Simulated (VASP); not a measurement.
# CdTe (zincblende type) (F-43m) in VASP: a series of runs

CdTe (zincblende type) is run at these levels: r2SCAN; tasks: single point, relaxation of cell and atoms.

Program: VASP 6.6.1. These are calculated values, not measurements. Logs are shortened: lines on timing, memory, paths and dates and some standing lists are left out, and cuts for length are marked.

## Step 1: The cell of the first run

It takes space group F-43m (No. 216, cubic). Conventional cell: a = 6.555 Å, b = 6.555 Å, c = 6.555 Å, α = 90.00°, β = 90.00°, γ = 90.00°. Within 3.7 Å of Cd (site symmetry -43m) lie 4 Te at 2.84 Å. Te (site symmetry -43m) has 4 Cd at 2.84 Å within 3.7 Å.

## Step 2: Single point, r2SCAN

Input file POSCAR:

```
CdTe
1.0
    0.0000000000      3.2776329731      3.2776329731
    3.2776329731      0.0000000000      3.2776329731
    3.2776329731      3.2776329731      0.0000000000
Cd Te
1 1
Direct
    0.0000000000      0.0000000000      0.0000000000
    0.2500000000      0.2500000000      0.2500000000
```

Input file INCAR.step1:

```
SYSTEM = CdTe
  ALGO = Normal
  EDIFF = 1E-4
  ENCUT = 520
  GGA = PE
  ISMEAR = -1
  LASPH = .True.
  LCHARG = .False.
  LREAL = .False.
  LWAVE = .True.
  NBANDS = 16
  NELM = 100
  PREC = Accurate
  SIGMA = 0.1
```

Input file INCAR.step2:

```
SYSTEM = CdTe
  ALGO = Normal
  EDIFF = 1E-6
  ENCUT = 520
  ISIF = 2
  ISMEAR = -1
  ISTART = 1
  LASPH = .True.
  LCHARG = .False.
  LMIXTAU = .True.
  LREAL = .False.
  LWAVE = .False.
  METAGGA = R2SCAN
  NBANDS = 16
  NELM = 100
  PREC = Accurate
  SIGMA = 0.1
```

Input file KPOINTS:

```
k-points
0
Gamma
  11 11 11
  0 0 0
```

Potentials or basis: VASP PAW PBE potentials, release 64 (Cd, Te).

On the command line:

```console
$ cat potpaw_PBE.64/Cd/POTCAR potpaw_PBE.64/Te/POTCAR > POTCAR
$ cp INCAR.step1 INCAR
$ mpirun -np 1 vasp_std > vasp.out
$ cp INCAR.step2 INCAR
$ mpirun -np 1 vasp_std > vasp.out
```

OUTCAR:

```text
SYSTEM = CdTe
   EDIFF = 1E-6
   ENCUT = 520
   ISIF = 2
   ISMEAR = -1
   ISTART = 1
   LASPH = .True.
   LREAL = .False.
   METAGGA = R2SCAN
   NELM = 100
   PREC = Accurate

 ion  position               nearest neighbor table
   1  0.000  0.000  0.000-   2 2.84   2 2.84   2 2.84   2 2.84
   2  0.250  0.250  0.250-   1 2.84   1 2.84   1 2.84   1 2.84

  LATTYP: Found a face centered cubic cell.
 ALAT       =     6.5552659462

  Lattice vectors:

 A1 = (   0.0000000000,   3.2776329731,   3.2776329731)
 A2 = (   3.2776329731,   0.0000000000,   3.2776329731)
 A3 = (   3.2776329731,   3.2776329731,   0.0000000000)

Analysis of symmetry for initial positions (statically):
=====================================================================
 Subroutine PRICEL returns:
 Original cell was already a primitive cell.

 Routine SETGRP: Setting up the symmetry group for a
 face centered cubic supercell.

 Subroutine GETGRP returns: Found 24 space group operations
 (whereof 24 operations were pure point group operations)
 out of a pool of 48 trial point group operations.

The static configuration has the point symmetry T_d .

Analysis of symmetry for dynamics (positions and initial velocities):
=====================================================================
 Subroutine PRICEL returns:
 Original cell was already a primitive cell.

 Routine SETGRP: Setting up the symmetry group for a
 face centered cubic supercell.

 Subroutine GETGRP returns: Found 24 space group operations
 (whereof 24 operations were pure point group operations)
 out of a pool of 48 trial point group operations.

The dynamic configuration has the point symmetry T_d .

 Subroutine INISYM returns: Found 24 space group operations
 (whereof 24 operations are pure point group operations),
 and found     1 'primitive' translations

----------------------------------------------------------------------------------------

                                     Primitive cell

  volume of cell :      70.4224

  direct lattice vectors                    reciprocal lattice vectors
     0.000000000  3.277632973  3.277632973    -0.152549112  0.152549112  0.152549112
     3.277632973  0.000000000  3.277632973     0.152549112 -0.152549112  0.152549112
     3.277632973  3.277632973  0.000000000     0.152549112  0.152549112 -0.152549112

  length of vectors
     4.635273003  4.635273003  4.635273003     0.264222813  0.264222813  0.264222813

  position of ions in fractional coordinates (direct lattice)
     0.000000000  0.000000000  0.000000000
     0.250000000  0.250000000  0.250000000

  ion indices of the primitive-cell ions
   primitive index   ion index
                 1           1
                 2           2

----------------------------------------------------------------------------------------

 KPOINTS: k-points

Automatic generation of k-mesh.
 Grid dimensions read from file:
 generate k-points for:   11   11   11

 Generating k-lattice:

  Cartesian coordinates                     Fractional coordinates (reciprocal lattice)
    -0.013868101  0.013868101  0.013868101     0.090909091  0.000000000  0.000000000
     0.013868101 -0.013868101  0.013868101     0.000000000  0.090909091  0.000000000
     0.013868101  0.013868101 -0.013868101     0.000000000  0.000000000  0.090909091

  Length of vectors
     0.024020256  0.024020256  0.024020256

  Shift w.r.t. Gamma in fractional coordinates (k-lattice)
     0.000000000  0.000000000  0.000000000

 Subroutine IBZKPT returns following result:
 ===========================================

 Found     56 irreducible k-points:

 Following reciprocal coordinates:
            Coordinates               Weight
  0.000000  0.000000  0.000000      1.000000
  0.090909  0.000000  0.000000      8.000000
  0.181818  0.000000  0.000000      8.000000
  0.272727  0.000000  0.000000      8.000000
  0.363636  0.000000  0.000000      8.000000
  0.454545  0.000000  0.000000      8.000000
[... 16 lines left out ...]
 -0.272727  0.181818  0.000000     24.000000
 -0.181818  0.181818  0.000000     12.000000
 [... further k-points ...]
   k-points           NKPTS =     56   k-points in BZ     NKDIM =     56   number of bands    NBANDS=     16
   number of dos      NEDOS =    301   number of ions     NIONS =      2
   total plane-waves  NPLWV =  46656
   dimension x,y,z NGX =    36 NGY =   36 NGZ =   36
   dimension x,y,z NGXF=    72 NGYF=   72 NGZF=   72
   ions per type =               1   1
   NGX,Y,Z   is equivalent  to a cutoff of  12.91, 12.91, 12.91 a.u.
   NGXF,Y,Z  is equivalent  to a cutoff of  25.82, 25.82, 25.82 a.u.
 SYSTEM =  CdTe
   PREC   = accura    normal or accurate (medium, high low for compatibility)
   ISTART =      1    job   : 0-new  1-cont  2-samecut
   ICHARG =      0    charge: 1-file 2-atom 10-const
   ISPIN  =      1    spin polarized calculation?
   LNONCOLLINEAR =      F non collinear calculations
   LSORBIT =      F    spin-orbit coupling
   LASPH  =      T    aspherical Exc in radial PAW
   ENCUT  =  520.0 eV  38.22 Ry    6.18 a.u.   8.62  8.62  8.62*2*pi/ulx,y,z
   NELM   =    100;   NELMIN=  2; NELMDL=  0     # of ELM steps
   EDIFF  = 0.1E-05   stopping-criterion for ELM
   LREAL  =      F    real-space projection
   EDIFFG = 0.1E-04   stopping-criterion for IOM
   NSW    =      0    number of steps for IOM
   IBRION =     -1    ionic relax: 0-MD 1-quasi-New 2-CG
   NFREE  =      0    steps in history (QN), initial steepest desc. (CG)
   ISIF   =      2    stress and relaxation
   ISYM   =      2    0-nonsym 1-usesym 2-fastsym
   POTIM  = 0.5000    time-step for ionic-motion
   TEBEG  =    0.0;   TEEND  =   0.0 temperature during run
   PSTRESS=    0.0 pullay stress
   NELECT =      18.0000    total number of electrons
   NUPDOWN=      -1.0000    fix difference up-down
   EMIN   =  10.00;   EMAX   =-10.00  energy-range for DOS
   EFERMI =   0.00;   METHOD = LEGACY
   ISMEAR =    -1;   SIGMA  =   0.10  broadening in eV -4-tet -1-fermi 0-gaus
   EFERMI_NEDOS =   21; number of points for ismear=-14 and -15
   IALGO  =     38    algorithm
   IMIX   =      4    mixing-type and parameters
     AMIX     =   0.40;   BMIX     =  1.00
     AMIX_MAG =   1.60;   BMIX_MAG =  1.00
  volume/ion in A,a.u.               =      35.21       237.62
  Fermi-wavevector in a.u.,A,eV,Ry     =   1.038952  1.963334 14.686409  1.079421
  Thomas-Fermi vector in A             =   2.173460
   LORBIT       =      0    0 simple, 1 ext, 2 COOP (PROOUT), +10 PAW based schemes
   METAGGA = R2SCAN    functional components
   LHFCALC =     F    Hartree Fock is set to
   AEXX    =    0.0000 exact exchange contribution
   IVDW    =     0    specifies the selected vdW correction
   LEPSILON=     F    determine dielectric tensor
   LRPA    =     F    only Hartree local field effects (RPA)
 non-spin polarized calculation
  energy-cutoff  :      520.00
  volume of cell :       70.42
 maximum number of plane-waves:      1917
   NGX = 17   NGY = 17   NGZ = 17

 number of electron      18.0000005 magnetization

 Free energy of the ion-electron system (eV)
  ---------------------------------------------------
  ext. energy  EPLUGINS =         0.00000000
  ---------------------------------------------------
  free energy    TOTEN  =       -46.64567434 eV

  energy without entropy =      -46.64564072  energy(sigma->0) =      -46.64565753

 E-fermi :   2.5310     XC(G=0):  -8.9463

 val. band max:        1.7931819509   @ k =   0.0000   0.0000   0.0000
 cond. band min:       2.9550869060   @ k =   0.0000   0.0000   0.0000
 fundamental gap:      1.1619049552
 Fermi energy:         2.5310248906

 k-point     1 :       0.0000    0.0000    0.0000
  band No.  band energies     occupation
      1      -9.5371      2.00000
      2      -6.6557      2.00000
      3      -6.6557      2.00000
      4      -6.6557      2.00000
      5      -6.3974      2.00000
      6      -6.3974      2.00000
[... 8 lines left out ...]
     15      11.5644      0.00000
     16      11.5644      0.00000

 k-point     2 :       0.0909    0.0000    0.0000
  band No.  band energies     occupation
      1      -9.5069      2.00000
      2      -6.6499      2.00000
      3      -6.6499      2.00000
      4      -6.6308      2.00000
      5      -6.3978      2.00000
      6      -6.3978      2.00000
[... 8 lines left out ...]
     15      11.0710      0.00000
     16      11.0710      0.00000

 k-point     3 :       0.1818    0.0000    0.0000
  band No.  band energies     occupation
      1      -9.4257      2.00000
      2      -6.6349      2.00000
      3      -6.6349      2.00000
      4      -6.5512      2.00000
      5      -6.3982      2.00000
      6      -6.3982      2.00000
[... 8 lines left out ...]
     15      10.6563      0.00000
     16      10.6977      0.00000

 k-point     4 :       0.2727    0.0000    0.0000
  band No.  band energies     occupation
      1      -9.3197      2.00000
      2      -6.6168      2.00000
      3      -6.6167      2.00000
      4      -6.4103      2.00000
      5      -6.3968      2.00000
      6      -6.3968      2.00000
[... 8 lines left out ...]
     15      10.7481      0.00000
     16      10.7481      0.00000

 k-point     5 :       0.3636    0.0000    0.0000
  band No.  band energies     occupation
      1      -9.2237      2.00000
      2      -6.6021      2.00000
      3      -6.6021      2.00000
      4      -6.3931      2.00000
      5      -6.3931      2.00000
      6      -6.2251      2.00000
[... 8 lines left out ...]
     15      11.3927      0.00000
     16      11.3927      0.00000

 k-point     6 :       0.4545    0.0000    0.0000
  band No.  band energies     occupation
      1      -9.1677      2.00000
      2      -6.5946      2.00000
      3      -6.5946      2.00000
      4      -6.3896      2.00000
      5      -6.3896      2.00000
      6      -6.0740      2.00000
[... 8 lines left out ...]
     15      12.3365      0.00000
     16      12.3365      0.00000

 k-point     7 :       0.0909    0.0909    0.0000
  band No.  band energies     occupation
      1      -9.4969      2.00000
      2      -6.6445      2.00000
      3      -6.6444      2.00000
      4      -6.6296      2.00000
      5      -6.4007      2.00000
      6      -6.3950      2.00000
[... 8 lines left out ...]
     15      10.4903      0.00000
     16      11.6398      0.00000

 k-point     8 :       0.1818    0.0909    0.0000
  band No.  band energies     occupation
      1      -9.4327      2.00000
      2      -6.6335      2.00000
      3      -6.6293      2.00000
      4      -6.5711      2.00000
      5      -6.4028      2.00000
      6      -6.3931      2.00000
[... 8 lines left out ...]
     15      11.0562      0.00000
     16      11.3701      0.00000

 k-point     9 :       0.2727    0.0909    0.0000
  band No.  band energies     occupation
      1      -9.3352      2.00000
      2      -6.6182      2.00000
      3      -6.6105      2.00000
      4      -6.4584      2.00000
      5      -6.3944      2.00000
      6      -6.3909      2.00000
[... 8 lines left out ...]
     15      11.1816      0.00000
     16      11.3143      0.00000
[... 172 lines left out ...]
 k-point    19 :       0.3636    0.1818    0.0000
  band No.  band energies     occupation
      1      -9.2192      2.00000
      2      -6.5866      2.00000
      3      -6.5756      2.00000
      4      -6.4386      2.00000
      5      -6.3830      2.00000
      6      -6.2591      2.00000
[... 8 lines left out ...]
     15      12.1887      0.00000
     16      12.2521      0.00000

 k-point    20 :       0.4545    0.1818    0.0000
  band No.  band energies     occupation
      1      -9.1486      2.00000
      2      -6.5783      2.00000
      3      -6.5661      2.00000
      4      -6.4224      2.00000
      5      -6.3834      2.00000
      6      -6.0876      2.00000
[... 8 lines left out ...]
     15      12.3453      0.00000
     16      12.8514      0.00000

 k-point    21 :      -0.4545    0.1818    0.0000
  band No.  band energies     occupation
      1      -9.1183      2.00000
      2      -6.5747      2.00000
      3      -6.5658      2.00000
      4      -6.4092      2.00000
      5      -6.3887      2.00000
      6      -5.9858      2.00000
[... 8 lines left out ...]
     15      12.1597      0.00000
     16      12.2891      0.00000

 k-point    22 :      -0.3636    0.1818    0.0000
  band No.  band energies     occupation
      1      -9.1362      2.00000
      2      -6.5758      2.00000
      3      -6.5743      2.00000
      4      -6.4012      2.00000
      5      -6.3972      2.00000
      6      -6.0374      2.00000
[... 8 lines left out ...]
     15      11.2380      0.00000
     16      12.3741      0.00000

 k-point    23 :      -0.2727    0.1818    0.0000
  band No.  band energies     occupation
      1      -9.1977      2.00000
      2      -6.5907      2.00000
      3      -6.5824      2.00000
      4      -6.4042      2.00000
      5      -6.4011      2.00000
      6      -6.1952      2.00000
[... 8 lines left out ...]
     15      11.8261      0.00000
     16      13.0052      0.00000

 k-point    24 :      -0.1818    0.1818    0.0000
  band No.  band energies     occupation
      1      -9.2850      2.00000
      2      -6.6110      2.00000
      3      -6.5963      2.00000
      4      -6.4177      2.00000
      5      -6.4062      2.00000
      6      -6.3465      2.00000
[... 8 lines left out ...]
     15      11.5272      0.00000
     16      12.2490      0.00000

 [... further k-points ...]

------------------------ aborting loop because EDIFF is reached ----------------------------------------

  FORCE on cell =-STRESS in cart. coord.  units (eV):
  Direction    XX          YY          ZZ          XY          YZ          ZX
  --------------------------------------------------------------------------------------
  -------------------------------------------------------------------------------------
  Total        0.0687799      0.0687799      0.0687799      0.0000000     -0.0000000      0.0000000
  in kB        1.5648086      1.5648086      1.5648086      0.0000000     -0.0000000      0.0000000
  external PRESSURE =       1.5648086 kB  Pullay stress =       0.0000000 kB

 VOLUME and BASIS-vectors are now :
 -----------------------------------------------------------------------------
  energy-cutoff  :      520.00
  volume of cell :       70.42
      direct lattice vectors                 reciprocal lattice vectors
     0.000000000  3.277632973  3.277632973    -0.152549112  0.152549112  0.152549112
     3.277632973  0.000000000  3.277632973     0.152549112 -0.152549112  0.152549112
     3.277632973  3.277632973  0.000000000     0.152549112  0.152549112 -0.152549112

 POSITION                                       TOTAL-FORCE (eV/Angst)
 -----------------------------------------------------------------------------------
      0.00000      0.00000      0.00000        -0.000000      0.000000     -0.000000
      1.63882      1.63882      1.63882         0.000000     -0.000000      0.000000
 -----------------------------------------------------------------------------------
    total drift:                               -0.000001     -0.000001     -0.000001

  FREE ENERGIE OF THE ION-ELECTRON SYSTEM (eV)
  ---------------------------------------------------
  free  energy   TOTEN  =       -46.6456743387 eV

  energy  without entropy=      -46.6456407200  energy(sigma->0) =      -46.64565753
```

It took 84 s on 1 thread of Intel Xeon 6975P-C (Granite Rapids), shared host; peak memory 0.25 GiB.

What came out:

| Item | Value |
| --- | --- |
| Free energy | -46.6457 eV |
| Pressure | 0.2 GPa |
| Band gap on the k mesh | 1.16 eV |

Levels at points of the mesh, in eV from the valence-band top:
```tsv
k point	band 5	band 6	band 7	band 8	band 9	band 10	band 11	band 12	band 13	band 14
(0.00, 0.00, 0.00)	-8.19	-8.19	0.00	0.00	0.00	1.16	5.05	5.05	5.05	7.87
```

Caveat: the PAW data sets were made with another functional, which shifts forces and pressure a little; spin-orbit coupling is left out, which moves the levels of the heavy elements.

(Continued in part 2 of 2.)
